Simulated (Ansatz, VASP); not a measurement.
## Two plane-wave programs on Sb

```
CELL_PARAMETERS angstrom
0.00000 2.35739 2.35739
2.35739 0.00000 2.35739
2.35739 2.35739 0.00000
ATOMIC_POSITIONS crystal
Sb 0.00000 0.00000 0.00000
```

Alike in both runs: functional PBEsol; k mesh 16 × 16 × 16; occupations fermi-dirac, width 0.1 eV; no spin polarisation.

Ansatz relaxed the structure, and its values are those at the end. VASP's run is a single point on that final structure, the one shown.

|  | VASP | Ansatz |
| --- | --- | --- |
| version | VASP 6.6.1 | Ansatz 0.2.0 |
| potentials or method | VASP PAW PBE potentials, release 64 (Sb) | PAW with Ansatz's default frozen-core files, scalar-relativistic |
| plane-wave cutoff (eV) | 500 | 420 |
| valence electrons in the cell | 5 | 15 |

|  | VASP | Ansatz | Ansatz less VASP |
| --- | --- | --- | --- |
| pressure (GPa) | 0.0 | 0.0 | +0.02 |

VASP's potentials were made for PBE, not for PBEsol. VASP's potentials hold 5 valence electrons a cell and Ansatz's 15, so a difference there can come from the potentials and not from the codes.

Spin-orbit coupling is off throughout.
